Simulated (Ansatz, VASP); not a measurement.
# Two plane-wave programs on Li3Si2

```
CELL_PARAMETERS angstrom
4.15970 0.00000 0.00000
-2.07985 3.60241 0.00000
0.00000 0.00000 5.34875
ATOMIC_POSITIONS crystal
Li 0.00000 0.00000 0.00000
Li 0.33333 0.66667 0.63005
Li 0.66667 0.33333 0.36995
Si 0.33333 0.66667 0.12660
Si 0.66667 0.33333 0.87340
```

Alike in both runs: functional PBE; k mesh 12 × 12 × 8; occupations gaussian, width 0.1 eV; no spin polarisation.

Ansatz relaxed the structure, and its values are those at the end. VASP's run is a single point on that final structure, the one shown.

```csv
,VASP,Ansatz
version,VASP 6.6.1,Ansatz 0.2.0
potentials or method,"VASP PAW PBE potentials, release 64 (Li_sv, Si), cutoff 520 eV","scalar-relativistic, plane waves, PAW"
valence electrons in the cell,17,17
```

Ansatz gave:

* gap on the k mesh at the Fermi level (eV): none
* rms of the force components (eV/Å): 0.003

Task: Which values does VASP return?

Result: gap on the k mesh at the Fermi level (eV): none; rms of the force components (eV/Å): 0.004.

A gap of «none» marks a metal or a gap that the smearing closes.

Noted on VASP's run: the cutoff is short for stress, so the pressure is rough.
